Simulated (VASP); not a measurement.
# CuI3 (Pm-3m) in VASP: further runs

CuI3 is run at these levels: PBE+U; tasks: single point.

Everything below comes from runs of VASP 6.6.1. Logs are shortened: lines on timing, memory, paths and dates and some standing lists are left out, and cuts for length are marked.

### 1 The cell of the first run

Symmetry: Pm-3m, No. 221, cubic system. The conventional cell has a = 5.465 Å, b = 5.465 Å, c = 5.465 Å, α = 90.00°, β = 90.00°, γ = 90.00°. Cu (site symmetry m-3m) has 6 I at 2.73 Å within 3.6 Å. Within 3.6 Å of I (site symmetry 4/mmm) lie 2 Cu at 2.73 Å.

### 2 Single point, PBE+U, collinear spin, ferromagnetic start

Contents of INCAR:

```
ALGO = Normal ; EDIFF = 1E-6
ENCUT = 520 ; GGA = PE
ISIF = 2 ; ISMEAR = 0
ISPIN = 2 ; LASPH = True
LCHARG = False ; LDAU = True
LDAUJ = 0 0 ; LDAUL = 2 -1
LDAUPRINT = 1 ; LDAUTYPE = 2
LDAUU = 6 0 ; LMAXMIX = 4
LORBIT = 11 ; LREAL = False
LWAVE = False ; MAGMOM = 0.05 0 0 0
NBANDS = 28 ; NELM = 150
PREC = Accurate ; SIGMA = 0.05
```

Contents of KPOINTS:

```
k-points
0
Gamma
  6 6 6
```

Contents of POSCAR:

```
CuI3
1.0
    5.4650365319      0.0000000000      0.0000000000
    0.0000000000      5.4650365319      0.0000000000
    0.0000000000      0.0000000000      5.4650365319
Cu I
1 3
Direct
    0.0000000000      0.0000000000      0.0000000000
    0.5000000000      0.0000000000      0.0000000000
    0.0000000000      0.0000000000      0.5000000000
    0.0000000000      0.5000000000      0.0000000000
```

Potentials or basis: VASP PAW PBE potentials, release 64 (Cu, I).

Launch:

```
$ cat potpaw_PBE.64/Cu/POTCAR potpaw_PBE.64/I/POTCAR > POTCAR
$ mpirun -np 1 vasp_std > vasp.out
```

OUTCAR:

```text
EDIFF = 1E-6
   ENCUT = 520
   GGA = PE
   ISIF = 2
   ISMEAR = 0
   ISPIN = 2
   LASPH = True
   LORBIT = 11
   LREAL = False
   NELM = 150
   PREC = Accurate

 ion  position               nearest neighbor table
   1  0.000  0.000  0.000-   2 2.73   3 2.73   4 2.73   3 2.73   4 2.73   2 2.73
   2  0.500  0.000  0.000-   1 2.73   1 2.73
   3  0.000  0.000  0.500-   1 2.73   1 2.73
   4  0.000  0.500  0.000-   1 2.73   1 2.73

  LATTYP: Found a simple cubic cell.
 ALAT       =     5.4650365319

  Lattice vectors:

 A1 = (   5.4650365319,   0.0000000000,   0.0000000000)
 A2 = (   0.0000000000,   5.4650365319,   0.0000000000)
 A3 = (   0.0000000000,   0.0000000000,   5.4650365319)

Analysis of symmetry for initial positions (statically):
=====================================================================
 Subroutine PRICEL returns:
 Original cell was already a primitive cell.

 Routine SETGRP: Setting up the symmetry group for a
 simple cubic supercell.

 Subroutine GETGRP returns: Found 48 space group operations
 (whereof 48 operations were pure point group operations)
 out of a pool of 48 trial point group operations.

The static configuration has the point symmetry O_h .

Analysis of symmetry for dynamics (positions and initial velocities):
=====================================================================
 Subroutine PRICEL returns:
 Original cell was already a primitive cell.

 Routine SETGRP: Setting up the symmetry group for a
 simple cubic supercell.

 Subroutine GETGRP returns: Found 48 space group operations
 (whereof 48 operations were pure point group operations)
 out of a pool of 48 trial point group operations.

The dynamic configuration has the point symmetry O_h .

Analysis of structural, dynamic, and magnetic symmetry:
=====================================================================
 Subroutine PRICEL returns:
 Original cell was already a primitive cell.

 Routine SETGRP: Setting up the symmetry group for a
 simple cubic supercell.

 Subroutine GETGRP returns: Found 48 space group operations
 (whereof 48 operations were pure point group operations)
 out of a pool of 48 trial point group operations.

The overall configuration has the point symmetry O_h .

 Subroutine INISYM returns: Found 48 space group operations
 (whereof 48 operations are pure point group operations),
 and found     1 'primitive' translations

----------------------------------------------------------------------------------------

                                     Primitive cell

  volume of cell :     163.2222

  direct lattice vectors                    reciprocal lattice vectors
     5.465036532  0.000000000  0.000000000     0.182981393  0.000000000  0.000000000
     0.000000000  5.465036532  0.000000000     0.000000000  0.182981393  0.000000000
     0.000000000  0.000000000  5.465036532     0.000000000  0.000000000  0.182981393

  length of vectors
     5.465036532  5.465036532  5.465036532     0.182981393  0.182981393  0.182981393

  position of ions in fractional coordinates (direct lattice)
     0.000000000  0.000000000  0.000000000
     0.500000000  0.000000000  0.000000000
     0.000000000  0.000000000  0.500000000
     0.000000000  0.500000000  0.000000000

  ion indices of the primitive-cell ions
   primitive index   ion index
                 1           1
                 2           2
                 3           3
                 4           4

----------------------------------------------------------------------------------------

 KPOINTS: k-points

Automatic generation of k-mesh.
 Grid dimensions read from file:
 generate k-points for:    6    6    6

 Generating k-lattice:

  Cartesian coordinates                     Fractional coordinates (reciprocal lattice)
     0.030496899  0.000000000  0.000000000     0.166666667  0.000000000  0.000000000
     0.000000000  0.030496899  0.000000000     0.000000000  0.166666667  0.000000000
     0.000000000  0.000000000  0.030496899     0.000000000  0.000000000  0.166666667

  Length of vectors
     0.030496899  0.030496899  0.030496899

  Shift w.r.t. Gamma in fractional coordinates (k-lattice)
     0.000000000  0.000000000  0.000000000

 Subroutine IBZKPT returns following result:
 ===========================================

 Found     20 irreducible k-points:

 Following reciprocal coordinates:
            Coordinates               Weight
  0.000000  0.000000  0.000000      1.000000
  0.166667  0.000000  0.000000      6.000000
  0.333333  0.000000  0.000000      6.000000
  0.500000  0.000000  0.000000      3.000000
  0.166667  0.166667  0.000000     12.000000
  0.333333  0.166667  0.000000     24.000000
[... 12 lines left out ...]
  0.500000  0.500000  0.333333      6.000000
  0.500000  0.500000  0.500000      1.000000
   k-points           NKPTS =     20   k-points in BZ     NKDIM =     20   number of bands    NBANDS=     28
   number of dos      NEDOS =    301   number of ions     NIONS =      4
   total plane-waves  NPLWV =  74088
   dimension x,y,z NGX =    42 NGY =   42 NGZ =   42
   dimension x,y,z NGXF=    84 NGYF=   84 NGZF=   84
   ions per type =               1   3
   NGX,Y,Z   is equivalent  to a cutoff of  12.78, 12.78, 12.78 a.u.
   NGXF,Y,Z  is equivalent  to a cutoff of  25.55, 25.55, 25.55 a.u.
 SYSTEM =  unknown system
   PREC   = accura    normal or accurate (medium, high low for compatibility)
   ISTART =      0    job   : 0-new  1-cont  2-samecut
   ICHARG =      2    charge: 1-file 2-atom 10-const
   ISPIN  =      2    spin polarized calculation?
   LNONCOLLINEAR =      F non collinear calculations
   LSORBIT =      F    spin-orbit coupling
   LASPH  =      T    aspherical Exc in radial PAW
   ENCUT  =  520.0 eV  38.22 Ry    6.18 a.u.  10.16 10.16 10.16*2*pi/ulx,y,z
   NELM   =    150;   NELMIN=  2; NELMDL= -5     # of ELM steps
   EDIFF  = 0.1E-05   stopping-criterion for ELM
   LREAL  =      F    real-space projection
   EDIFFG = 0.1E-04   stopping-criterion for IOM
   NSW    =      0    number of steps for IOM
   IBRION =     -1    ionic relax: 0-MD 1-quasi-New 2-CG
   NFREE  =      0    steps in history (QN), initial steepest desc. (CG)
   ISIF   =      2    stress and relaxation
   ISYM   =      2    0-nonsym 1-usesym 2-fastsym
   POTIM  = 0.5000    time-step for ionic-motion
   TEBEG  =    0.0;   TEEND  =   0.0 temperature during run
   PSTRESS=    0.0 pullay stress
   NELECT =      32.0000    total number of electrons
   NUPDOWN=      -1.0000    fix difference up-down
   EMIN   =  10.00;   EMAX   =-10.00  energy-range for DOS
   EFERMI =   0.00;   METHOD = LEGACY
   ISMEAR =     0;   SIGMA  =   0.05  broadening in eV -4-tet -1-fermi 0-gaus
   EFERMI_NEDOS =   21; number of points for ismear=-14 and -15
   IALGO  =     38    algorithm
   IMIX   =      4    mixing-type and parameters
     AMIX     =   0.40;   BMIX     =  1.00
     AMIX_MAG =   1.60;   BMIX_MAG =  1.00
  volume/ion in A,a.u.               =      40.81       275.37
  Fermi-wavevector in a.u.,A,eV,Ry     =   0.951039  1.797204 12.306137  0.904476
  Thomas-Fermi vector in A             =   2.079472
   LORBIT       =     11    0 simple, 1 ext, 2 COOP (PROOUT), +10 PAW based schemes
 LDA+U is selected, type is set to LDAUTYPE =  2
   angular momentum for each species LDAUL =     2   -1
   U (eV)           for each species LDAUU =   6.0  0.0
   J (eV)           for each species LDAUJ =   0.0  0.0
   GGA     = PE    functional components
   LHFCALC =     F    Hartree Fock is set to
   AEXX    =    0.0000 exact exchange contribution
   IVDW    =     0    specifies the selected vdW correction
   LEPSILON=     F    determine dielectric tensor
   LRPA    =     F    only Hartree local field effects (RPA)
 spin polarized calculation
 Gauss-broadening in eV      SIGMA  =   0.05
  energy-cutoff  :      520.00
  volume of cell :      163.22
 maximum number of plane-waves:      4436
 NGX is ok and might be reduce to    42
   NGX = 21   NGY = 21   NGZ = 21

 number of electron      32.0000001 magnetization       0.0361611

atom =   1  type =  1  l = 2

 onsite density matrix

spin component  1

  0.9600 -0.0000  0.0000  0.0000  0.0000
 -0.0000  0.9600 -0.0000 -0.0000  0.0000
  0.0000 -0.0000  0.9157  0.0000  0.0000
  0.0000 -0.0000  0.0000  0.9600  0.0000
  0.0000  0.0000  0.0000  0.0000  0.9157

spin component  2

  0.9600 -0.0000  0.0000  0.0000  0.0000
 -0.0000  0.9600 -0.0000 -0.0000  0.0000
  0.0000 -0.0000  0.9157  0.0000  0.0000
  0.0000 -0.0000  0.0000  0.9600  0.0000
  0.0000  0.0000  0.0000  0.0000  0.9157

 occupancies and eigenvectors

  o =  0.9157  v =  0.0000  0.0000  0.0000  0.0000  0.0000  0.0000  0.0000 -0.9891 -0.0000 -0.1475      0.0000  0.0000  0.0000  0.0000  0.0000  0.0000  0.0000  0.0000  0.0000  0.0000
  o =  0.9157  v =  0.0000  0.0000  0.0000  0.0000  0.0000  0.0000  0.0000  0.1475  0.0000 -0.9891      0.0000  0.0000  0.0000  0.0000  0.0000  0.0000  0.0000  0.0000  0.0000  0.0000
  o =  0.9157  v =  0.0000  0.0000 -0.1459  0.0000  0.9893  0.0000  0.0000  0.0000  0.0000  0.0000      0.0000  0.0000  0.0000  0.0000  0.0000  0.0000  0.0000  0.0000  0.0000  0.0000
  o =  0.9157  v =  0.0000  0.0000 -0.9893 -0.0000 -0.1459  0.0000  0.0000  0.0000  0.0000  0.0000      0.0000  0.0000  0.0000  0.0000  0.0000  0.0000  0.0000  0.0000  0.0000  0.0000
  o =  0.9600  v =  0.0000  0.0000  0.0000  0.0000  0.0000  0.0000  0.6347  0.0000  0.7728  0.0000      0.0000  0.0000  0.0000  0.0000  0.0000  0.0000  0.0000  0.0000  0.0000  0.0000
  o =  0.9600  v =  0.0000  0.0000  0.0000  0.0000  0.0000  0.0000 -0.7728 -0.0000  0.6347 -0.0000      0.0000  0.0000  0.0000  0.0000  0.0000  0.0000  0.0000  0.0000  0.0000  0.0000
  o =  0.9600  v =  0.0000  0.0000  0.0000  0.0000  0.0000  1.0000  0.0000  0.0000  0.0000  0.0000      0.0000  0.0000  0.0000  0.0000  0.0000  0.0000  0.0000  0.0000  0.0000  0.0000
  o =  0.9600  v =  0.0000 -0.6339 -0.0000 -0.7734  0.0000  0.0000  0.0000  0.0000  0.0000  0.0000      0.0000  0.0000  0.0000  0.0000  0.0000  0.0000  0.0000  0.0000  0.0000  0.0000
  o =  0.9600  v =  0.0000 -0.7734 -0.0000  0.6339 -0.0000  0.0000  0.0000  0.0000  0.0000  0.0000      0.0000  0.0000  0.0000  0.0000  0.0000  0.0000  0.0000  0.0000  0.0000  0.0000
  o =  0.9600  v =  1.0000  0.0000  0.0000  0.0000  0.0000  0.0000  0.0000  0.0000  0.0000  0.0000      0.0000  0.0000  0.0000  0.0000  0.0000  0.0000  0.0000  0.0000  0.0000  0.0000

 number of electron      32.0000001 magnetization      -0.0000132

 Free energy of the ion-electron system (eV)
  ---------------------------------------------------
  ext. energy  EPLUGINS =         0.00000000
  ---------------------------------------------------
  free energy    TOTEN  =        -5.93204227 eV

  energy without entropy =       -5.92771467  energy(sigma->0) =       -5.92987847

 E-fermi :   1.4285     XC(G=0):  -7.5574

 val. band max:        1.4237869237   @ k =   0.3333   0.3333   0.3333
 cond. band min:       1.4351359084   @ k =   0.5000   0.5000   0.3333
 fundamental gap:      0.0113489846
 Fermi energy:         1.4284930681

 spin component 1

 k-point     1 :       0.0000    0.0000    0.0000
  band No.  band energies     occupation
      1     -11.1503      1.00000
      2      -9.9984      1.00000
      3      -9.9984      1.00000
      4      -2.0549      1.00000
      5      -2.0549      1.00000
      6      -2.0549      1.00000
[... 609 lines left out ...]
     27      10.7305      0.00000
     28      10.7305      0.00000
 Fermi energy:         1.4284930681

 spin component 2

 k-point     1 :       0.0000    0.0000    0.0000
  band No.  band energies     occupation
      1     -11.1503      1.00000
      2      -9.9983      1.00000
      3      -9.9983      1.00000
      4      -2.0549      1.00000
      5      -2.0549      1.00000
      6      -2.0549      1.00000
[... 609 lines left out ...]
     27      10.7305      0.00000
     28      10.7305      0.00000

------------------------ aborting loop because EDIFF is reached ----------------------------------------

  FORCE on cell =-STRESS in cart. coord.  units (eV):
  Direction    XX          YY          ZZ          XY          YZ          ZX
  --------------------------------------------------------------------------------------
  -------------------------------------------------------------------------------------
  Total       -0.2127267     -0.2127267     -0.2127267      0.0000000      0.0000000      0.0000000
  in kB       -2.0881103     -2.0881103     -2.0881103      0.0000000      0.0000000      0.0000000
  external PRESSURE =      -2.0881103 kB  Pullay stress =       0.0000000 kB

 VOLUME and BASIS-vectors are now :
 -----------------------------------------------------------------------------
  energy-cutoff  :      520.00
  volume of cell :      163.22
      direct lattice vectors                 reciprocal lattice vectors
     5.465036532  0.000000000  0.000000000     0.182981393  0.000000000  0.000000000
     0.000000000  5.465036532  0.000000000     0.000000000  0.182981393  0.000000000
     0.000000000  0.000000000  5.465036532     0.000000000  0.000000000  0.182981393

 POSITION                                       TOTAL-FORCE (eV/Angst)
 -----------------------------------------------------------------------------------
      0.00000      0.00000      0.00000         0.000000      0.000000      0.000000
      2.73252      0.00000      0.00000         0.000000      0.000000      0.000000
      0.00000      0.00000      2.73252         0.000000      0.000000      0.000000
      0.00000      2.73252      0.00000         0.000000      0.000000      0.000000
 -----------------------------------------------------------------------------------
    total drift:                               -0.000000     -0.000000     -0.000000

  FREE ENERGIE OF THE ION-ELECTRON SYSTEM (eV)
  ---------------------------------------------------
  free  energy   TOTEN  =        -5.9320422665 eV

  energy  without entropy=       -5.9277146677  energy(sigma->0) =       -5.92987847

 total charge

# of ion       s       p       d       tot
------------------------------------------
    1        0.310   0.249   9.400   9.959
    2        1.528   2.676   0.019   4.222
    3        1.528   2.676   0.019   4.222
    4        1.528   2.676   0.019   4.222
--------------------------------------------------
tot          4.893   8.276   9.456  22.625

 magnetization (x)

# of ion       s       p       d       tot
------------------------------------------
    1       -0.000  -0.000   0.000   0.000
    2        0.000   0.000  -0.000   0.000
    3        0.000   0.000  -0.000   0.000
    4        0.000   0.000  -0.000   0.000
--------------------------------------------------
tot          0.000   0.000   0.000   0.000
```

Run time: 3.8 min. Hardware: 1 thread of Oxide Virtual Turin-like, shared host; peak memory 0.35 GiB.

Results:

```
Free energy                                           : -5.9320 eV
Pressure                                              : -0.2 GPa
Band gap on the k mesh                                : zero (filled and empty bands overlap)
Net moment                                            : 0.00 μB per cell
Valence electrons inside the program's atomic spheres : Cu 9.96; I 4.22
```

Eigenvalues of the final occupation matrices:
```tsv
site	spin	trace	eigenvalues
site 1 d	1	4.71	0.92 0.92 0.96 0.96 0.96
site 1 d	2	4.71	0.92 0.92 0.96 0.96 0.96
```

Caveat: spin-orbit coupling is left out, which moves the levels of the heavy elements.

### 3 Single point, PBE+U, collinear spin, zero start (volume scaled by 1.020)

Contents of INCAR:

```
ALGO = Normal
EDIFF = 1E-7
ENCUT = 520
GGA = PE
ISIF = 2
ISMEAR = 0
ISPIN = 2
LASPH = True
LCHARG = False
LDAU = True
LDAUJ = 0 0
LDAUL = 2 -1
LDAUPRINT = 1
LDAUTYPE = 2
LDAUU = 4 0
LMAXMIX = 4
LORBIT = 11
LREAL = False
LWAVE = False
MAGMOM = 0 0 0 0
NBANDS = 28
NELM = 150
PREC = Accurate
SIGMA = 0.05
```

KPOINTS is that of step 2.

Contents of POSCAR:

```
CuI3
1.0
    5.5012298816      0.0000000000      0.0000000000
    0.0000000000      5.5012298816      0.0000000000
    0.0000000000      0.0000000000      5.5012298816
Cu I
1 3
Direct
    0.0000000000      0.0000000000      0.0000000000
    0.5000000000      0.0000000000      0.0000000000
    0.0000000000      0.0000000000      0.5000000000
    0.0000000000      0.5000000000      0.0000000000
```

Potentials or basis: VASP PAW PBE potentials, release 64 (Cu, I).

Launch:

```
$ cat potpaw_PBE.64/Cu/POTCAR potpaw_PBE.64/I/POTCAR > POTCAR
$ mpirun -np 1 vasp_std > vasp.out
```

It took 3 min on 1 thread of Oxide Virtual Turin-like, shared host; peak memory 0.35 GiB.

It converged, with:

```
Free energy                                           : -6.4947 eV
Pressure                                              : -0.6 GPa
Band gap on the k mesh                                : zero (filled and empty bands overlap)
Net moment                                            : 0.00 μB per cell
Valence electrons inside the program's atomic spheres : Cu 9.89; I 4.22
```

Levels at points of the mesh, in eV from the Fermi level:
Spin up:
```tsv
k point	band 12	band 13	band 14	band 15	band 16	band 17	band 18	band 19	band 20	band 21
(0.00, 0.00, 0.00)	-0.75	-0.75	-0.75	-0.26	-0.26	-0.26	1.15	4.95	6.68	6.68
(0.50, 0.00, 0.00)	-1.69	-1.00	-1.00	-1.00	-0.45	-0.45	4.14	6.02	6.30	7.05
(0.50, 0.50, 0.00)	-1.34	-1.34	-0.98	-0.98	0.29	0.68	5.92	5.92	5.94	6.90
(0.50, 0.50, 0.50)	-1.90	0.30	0.30	0.30	0.70	0.70	5.02	5.23	5.23	5.23
```
Spin down:
| k point | band 14 | band 15 | band 16 | band 17 | band 18 | band 19 |
| --- | --- | --- | --- | --- | --- | --- |
| (0.00, 0.00, 0.00) | -0.75 | -0.26 | -0.26 | -0.26 | 1.15 | 4.95 |
| (0.50, 0.00, 0.00) | -1.00 | -1.00 | -0.45 | -0.45 | 4.14 | 6.02 |
| (0.50, 0.50, 0.00) | -0.98 | -0.98 | 0.29 | 0.68 | 5.92 | 5.92 |
| (0.50, 0.50, 0.50) | 0.30 | 0.30 | 0.70 | 0.70 | 5.02 | 5.23 |

Eigenvalues of the final occupation matrices:
| site | spin | trace | eigenvalues |
| --- | --- | --- | --- |
| site 1 d | 1 | 4.67 | 0.90 0.90 0.96 0.96 0.96 |
| site 1 d | 2 | 4.67 | 0.90 0.90 0.96 0.96 0.96 |

Caveat: spin-orbit coupling is left out, which moves the levels of the heavy elements.

(Part 1 of 2 ends here.)
